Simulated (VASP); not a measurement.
# Ta6HN6 (a cell with a defect) in VASP: a series of runs

The runs below take Ta6HN6 (a cell with a defect) through single point, with PBE.

Program: VASP 6.6.1. These are calculated values, not measurements. Logs are shortened: lines on timing, memory, paths and dates and some standing lists are left out, and cuts for length are marked.

**1. The cell of the first run**

The cell holds a defect, 13 atoms: a = 5.226 Å, b = 5.226 Å, c = 5.845 Å, α = 90.00°, β = 90.00°, γ = 120.00°.

**2. Single point, PBE**

The input, INCAR:

```
SYSTEM = Ta6HN6
PREC     = Accurate       ! precision mode
ENCUT    = 520            ! plane-wave cutoff, eV
EDIFF    = 1E-7           ! SCF threshold, eV
ISMEAR   = 0              ! smearing method
SIGMA    = 0.1            ! smearing width, eV
LREAL    = .False.        ! projectors in reciprocal space
LASPH    = .True.         ! aspherical terms in the spheres
NELM     = 80             ! most SCF steps
ALGO     = Normal         ! electronic algorithm
ISIF     = 2              ! what is computed and relaxed
LWAVE    = .False.        ! write WAVECAR
LCHARG   = .True.         ! write CHGCAR
GGA      = PE             ! functional
LELF     = .True.         ! ELF
LVHAR    = .True.       
NBANDS   = 60             ! bands
```

The input, KPOINTS:

```
Automatic mesh
0
Gamma
  5 5 4
  0 0 0.5
```

The input, POSCAR:

```
Ta6HN6
1.0
    2.6129454195     -4.5257542241      0.0000000000
   -5.2258908391      0.0000000000      0.0000000000
    0.0000000000      0.0000000000     -5.8452938781
Ta N H
6 6 1
Direct
    0.3334365777      0.6687029419      0.2499995775
    0.3319148424      0.6624899895      0.7499995879
    0.6665633728      0.3352664198      0.2499995775
    0.6680851081      0.3305752026      0.7499995879
    0.9999999505      1.0101983475      0.4906056154
    0.9999999505      1.0101983475      0.0093937108
    0.9999999505      0.6063502640      0.4951927243
    0.9999999505      0.6063502640      0.0048064307
    0.3969230124      0.3978914277      0.5004581568
    0.3969230124      0.3978914277     -0.0004590017
    0.6030769381      0.0009682795      0.5004581568
    0.6030769381      0.0009682795     -0.0004590017
    0.0000000000     -0.1494084021      0.7499995879
```

Potentials or basis: VASP PAW PBE potentials, release 64 (Ta_pv, N, H).

Launch:

```
$ cat potpaw_PBE.64/Ta_pv/POTCAR potpaw_PBE.64/N/POTCAR potpaw_PBE.64/H/POTCAR > POTCAR
$ mpirun -np 1 vasp_std > vasp.out
```

OUTCAR:

```text
SYSTEM = Ta6HN6
   PREC = Accurate
   ENCUT = 520
   EDIFF = 1E-7
   ISMEAR = 0
   LREAL = .False.
   LASPH = .True.
   NELM = 80
   ISIF = 2
   GGA = PE

 ion  position               nearest neighbor table
   1  0.333  0.669  0.250-   7 2.15   8 2.15  12 2.17  11 2.17  10 2.17   9 2.17   2 2.92   2 2.92
                             3 3.02   3 3.02   3 3.02   6 3.30   5 3.30   6 3.33   5 3.33   6 3.36
   2  0.332  0.662  0.750-  10 2.15   9 2.15  12 2.18  11 2.18   8 2.19   7 2.19   1 2.92   1 2.92
                             4 3.00   4 3.02   4 3.02   5 3.32   6 3.32   5 3.38   6 3.38   5 3.43
   3  0.667  0.335  0.250-   7 2.15   8 2.15  10 2.17   9 2.17  12 2.17  11 2.17   4 2.92   4 2.92
                             1 3.02   1 3.02   1 3.02   6 3.30   5 3.30   6 3.33   5 3.33   6 3.36
   4  0.668  0.331  0.750-  12 2.15  11 2.15  10 2.18   9 2.18   8 2.19   7 2.19   3 2.92   3 2.92
                             2 3.00   2 3.02   2 3.02   5 3.32   6 3.32   5 3.38   6 3.38   5 3.43
   5  1.000  0.010  0.491-  13 1.73  11 2.05   9 2.05   7 2.11   6 2.81   6 3.03   1 3.30   3 3.30
                             2 3.32   4 3.32   1 3.33   3 3.33   3 3.36   1 3.36   2 3.38   4 3.38
   6  1.000  0.010  0.009-  13 1.73  12 2.05  10 2.05   8 2.11   5 2.81   5 3.03   1 3.30   3 3.30
                             2 3.32   4 3.32   1 3.33   3 3.33   3 3.36   1 3.36   2 3.38   4 3.38
   7  1.000  0.606  0.495-   5 2.11   3 2.15   1 2.15   4 2.19   2 2.19
   8  1.000  0.606  0.005-   6 2.11   3 2.15   1 2.15   4 2.19   2 2.19
   9  0.397  0.398  0.500-   5 2.05   2 2.15   3 2.17   1 2.17   4 2.18
  10  0.397  0.398  1.000-   6 2.05   2 2.15   3 2.17   1 2.17   4 2.18
  11  0.603  0.001  0.500-   5 2.05   4 2.15   1 2.17   3 2.17   2 2.18
  12  0.603  0.001  1.000-   6 2.05   4 2.15   1 2.17   3 2.17   2 2.18
  13  0.000  0.851  0.750-   5 1.73   6 1.73

  LATTYP: Found a hexagonal cell.
 ALAT       =     5.2258908391
 C/A-ratio  =     1.1185258280

  Lattice vectors:

 A1 = (   2.6129454195,  -4.5257542241,   0.0000000000)
 A2 = (  -5.2258908391,   0.0000000000,   0.0000000000)
 A3 = (   0.0000000000,   0.0000000000,  -5.8452938781)

Analysis of symmetry for initial positions (statically):
=====================================================================
 Subroutine PRICEL returns:
 Original cell was already a primitive cell.

 Routine SETGRP: Setting up the symmetry group for a
 hexagonal supercell.

 Subroutine GETGRP returns: Found  4 space group operations
 (whereof  2 operations were pure point group operations)
 out of a pool of 24 trial point group operations.

The static configuration has the point symmetry C_1h.
 The point group associated with its full space group is C_2v.

Analysis of symmetry for dynamics (positions and initial velocities):
=====================================================================
 Subroutine PRICEL returns:
 Original cell was already a primitive cell.

 Routine SETGRP: Setting up the symmetry group for a
 hexagonal supercell.

 Subroutine GETGRP returns: Found  4 space group operations
 (whereof  2 operations were pure point group operations)
 out of a pool of 24 trial point group operations.

The dynamic configuration has the point symmetry C_1h.
 The point group associated with its full space group is C_2v.

 Subroutine INISYM returns: Found  4 space group operations
 (whereof  2 operations are pure point group operations),
 and found     1 'primitive' translations

----------------------------------------------------------------------------------------

                                     Primitive cell

  volume of cell :     138.2476

  direct lattice vectors                    reciprocal lattice vectors
     2.612945419 -4.525754224  0.000000000     0.000000000 -0.220957646  0.000000000
    -5.225890839  0.000000000  0.000000000    -0.191354935 -0.110478823  0.000000000
     0.000000000  0.000000000 -5.845293878     0.000000000  0.000000000 -0.171077797

  length of vectors
     5.225890839  5.225890839  5.845293878     0.220957646  0.220957646  0.171077797

  position of ions in fractional coordinates (direct lattice)
     0.333436578  0.668702942  0.249999577
     0.331914842  0.662489990  0.749999588
     0.666563373  0.335266420  0.249999577
     0.668085108  0.330575203  0.749999588
     0.999999950  0.010198348  0.490605615
     0.999999950  0.010198348  0.009393711
     0.999999950  0.606350264  0.495192724
     0.999999950  0.606350264  0.004806431
     0.396923012  0.397891428  0.500458157
     0.396923012  0.397891428  0.999540998
     0.603076938  0.000968280  0.500458157
[... 35 lines left out ...]
     0.044191529  0.044191529  0.042769449

  Shift w.r.t. Gamma in fractional coordinates (k-lattice)
     0.000000000  0.000000000  0.500000000

 Subroutine IBZKPT returns following result:
 ===========================================

 Found     18 irreducible k-points:

 Following reciprocal coordinates:
            Coordinates               Weight
  0.000000  0.000000  0.125000      2.000000
  0.200000  0.000000  0.125000      4.000000
  0.000000  0.200000  0.125000      8.000000
  0.400000  0.000000  0.125000      4.000000
  0.000000  0.400000  0.125000      8.000000
  0.200000  0.200000  0.125000      8.000000
[... 10 lines left out ...]
  0.400000  0.200000  0.375000      4.000000
 -0.200000 -0.400000  0.375000      8.000000
   k-points           NKPTS =     18   k-points in BZ     NKDIM =     18   number of bands    NBANDS=     60
   number of dos      NEDOS =    301   number of ions     NIONS =     13
   total plane-waves  NPLWV =  76800
   dimension x,y,z NGX =    40 NGY =   40 NGZ =   48
   dimension x,y,z NGXF=    80 NGYF=   80 NGZF=   96
   ions per type =               6   6   1
   NGX,Y,Z   is equivalent  to a cutoff of  12.72, 12.72, 13.65 a.u.
   NGXF,Y,Z  is equivalent  to a cutoff of  25.45, 25.45, 27.30 a.u.
 SYSTEM =  Ta6HN6
   PREC   = accura    normal or accurate (medium, high low for compatibility)
   ISTART =      0    job   : 0-new  1-cont  2-samecut
   ICHARG =      2    charge: 1-file 2-atom 10-const
   ISPIN  =      1    spin polarized calculation?
   LNONCOLLINEAR =      F non collinear calculations
   LSORBIT =      F    spin-orbit coupling
   LASPH  =      T    aspherical Exc in radial PAW
   ENCUT  =  520.0 eV  38.22 Ry    6.18 a.u.   9.72  9.72 10.87*2*pi/ulx,y,z
   NELM   =     80;   NELMIN=  2; NELMDL= -5     # of ELM steps
   EDIFF  = 0.1E-06   stopping-criterion for ELM
   LREAL  =      F    real-space projection
   EDIFFG = 0.1E-05   stopping-criterion for IOM
   NSW    =      0    number of steps for IOM
   IBRION =     -1    ionic relax: 0-MD 1-quasi-New 2-CG
   NFREE  =      0    steps in history (QN), initial steepest desc. (CG)
   ISIF   =      2    stress and relaxation
   ISYM   =      2    0-nonsym 1-usesym 2-fastsym
   POTIM  = 0.5000    time-step for ionic-motion
   TEBEG  =    0.0;   TEEND  =   0.0 temperature during run
   PSTRESS=    0.0 pullay stress
   NELECT =      97.0000    total number of electrons
   NUPDOWN=      -1.0000    fix difference up-down
   EMIN   =  10.00;   EMAX   =-10.00  energy-range for DOS
   EFERMI =   0.00;   METHOD = LEGACY
   ISMEAR =     0;   SIGMA  =   0.10  broadening in eV -4-tet -1-fermi 0-gaus
   EFERMI_NEDOS =   21; number of points for ismear=-14 and -15
   IALGO  =     38    algorithm
   IMIX   =      4    mixing-type and parameters
     AMIX     =   0.40;   BMIX     =  1.00
     AMIX_MAG =   1.60;   BMIX_MAG =  1.00
  volume/ion in A,a.u.               =      10.63        71.76
  Fermi-wavevector in a.u.,A,eV,Ry     =   1.454720  2.749023 28.792804  2.116211
  Thomas-Fermi vector in A             =   2.571838
   LORBIT       =      0    0 simple, 1 ext, 2 COOP (PROOUT), +10 PAW based schemes
   GGA     = PE    functional components
   LHFCALC =     F    Hartree Fock is set to
   AEXX    =    0.0000 exact exchange contribution
   IVDW    =     0    specifies the selected vdW correction
   LEPSILON=     F    determine dielectric tensor
   LRPA    =     F    only Hartree local field effects (RPA)
 non-spin polarized calculation
 Gauss-broadening in eV      SIGMA  =   0.10
  energy-cutoff  :      520.00
  volume of cell :      138.25
 maximum number of plane-waves:      3735
 NGX is ok and might be reduce to    40
   NGX = 19   NGY = 19   NGZ = 21

 number of electron      97.0000007 magnetization

 Free energy of the ion-electron system (eV)
  ---------------------------------------------------
  ext. energy  EPLUGINS =         0.00000000
  ---------------------------------------------------
  free energy    TOTEN  =      -136.56820368 eV

  energy without entropy =     -136.54964886  energy(sigma->0) =     -136.55892627

 E-fermi :   8.5596     XC(G=0): -12.9869

 val. band max:        8.5378976036   @ k =   0.4000   0.0000   0.3750
 cond. band min:       8.5626948636   @ k =   0.0000   0.4000   0.3750
 fundamental gap:      0.0247972601
 Fermi energy:         8.5596312949

 k-point     1 :       0.0000    0.0000    0.1250
  band No.  band energies     occupation
      1     -28.2014      2.00000
      2     -28.0231      2.00000
      3     -27.9705      2.00000
      4     -27.9538      2.00000
      5     -27.8340      2.00000
      6     -27.8216      2.00000
[... 1123 lines left out ...]
     59      11.2530      0.00000
     60      11.3563      0.00000

------------------------ aborting loop because EDIFF is reached ----------------------------------------

  FORCE on cell =-STRESS in cart. coord.  units (eV):
  Direction    XX          YY          ZZ          XY          YZ          ZX
  --------------------------------------------------------------------------------------
  -------------------------------------------------------------------------------------
  Total        5.5166756      4.1344410      7.9797173      0.0000000      0.0000000      0.0000000
  in kB       63.9337790     47.9148052     92.4784274      0.0000000      0.0000000      0.0000000
  external PRESSURE =      68.1090039 kB  Pullay stress =       0.0000000 kB

 VOLUME and BASIS-vectors are now :
 -----------------------------------------------------------------------------
  energy-cutoff  :      520.00
  volume of cell :      138.25
      direct lattice vectors                 reciprocal lattice vectors
     2.612945419 -4.525754224  0.000000000     0.000000000 -0.220957646  0.000000000
    -5.225890839  0.000000000  0.000000000    -0.191354935 -0.110478823  0.000000000
     0.000000000  0.000000000 -5.845293878     0.000000000  0.000000000 -0.171077797

 POSITION                                       TOTAL-FORCE (eV/Angst)
 -----------------------------------------------------------------------------------
     -2.62332     -1.50905     -1.46132        -0.013176      0.020867      0.000000
     -2.59483     -1.50217     -4.38397         0.019262     -0.025113      0.000000
     -0.01037     -3.01670     -1.46132        -0.013176     -0.020867      0.000000
      0.01812     -3.02359     -4.38397         0.019262      0.025113      0.000000
      2.55965     -4.52575     -2.86773        -0.014554      0.000000      0.038102
      2.55965     -4.52575     -0.05491        -0.014554      0.000000     -0.038102
     -0.55577     -4.52575     -2.89455         0.000204      0.000000      0.041645
     -0.55577     -4.52575     -0.02809         0.000204      0.000000     -0.041645
     -1.04220     -1.79638     -2.92533         0.000677      0.002927      0.019205
     -1.04220     -1.79638     -5.84261         0.000677      0.002927     -0.019205
      1.57075     -2.72938     -2.92533         0.000677     -0.002927      0.019205
      1.57075     -2.72938     -5.84261         0.000677     -0.002927     -0.019205
     -4.44510      0.00000     -4.38397         0.013820      0.000000      0.000000
 -----------------------------------------------------------------------------------
    total drift:                                0.000272     -0.000691      0.000028

  FREE ENERGIE OF THE ION-ELECTRON SYSTEM (eV)
  ---------------------------------------------------
  free  energy   TOTEN  =      -136.5682036795 eV

  energy  without entropy=     -136.5496488578  energy(sigma->0) =     -136.55892627
```

Wall time 2.4 min (1 thread of Intel Xeon 6975P-C (Granite Rapids), shared host); peak memory 0.3 GiB.

Results:

```yaml
Free_energy: -136.5682 eV
Pressure: 6.8 GPa
Largest_force: 0.042 eV/Å
```

Forces in eV/Å, atoms in the order of the input:
```
Ta  -0.013  0.021  0.000
Ta   0.019 -0.025  0.000
Ta  -0.013 -0.021  0.000
Ta   0.019  0.025  0.000
Ta  -0.015  0.000  0.038
Ta  -0.015  0.000 -0.038
N    0.000  0.000  0.042
N    0.000  0.000 -0.042
N    0.001  0.003  0.019
N    0.001  0.003 -0.019
N    0.001 -0.003  0.019
N    0.001 -0.003 -0.019
H    0.014  0.000  0.000
```

Stress tensor (GPa, compression positive):
```
6.39 0.00 0.00
0.00 4.79 0.00
0.00 0.00 9.25
```

Levels at points of the mesh, in eV from the Fermi level:
| k point | band 45 | band 46 | band 47 | band 48 | band 49 | band 50 | band 51 | band 52 |
| --- | --- | --- | --- | --- | --- | --- | --- | --- |
| (0.00, 0.00, 0.12) | -3.13 | -2.34 | -1.48 | -1.44 | 0.20 | 0.58 | 0.63 | 1.45 |

Caveat: spin-orbit coupling is left out, which moves the levels of the heavy elements.

(Continued in part 2 of 2.)
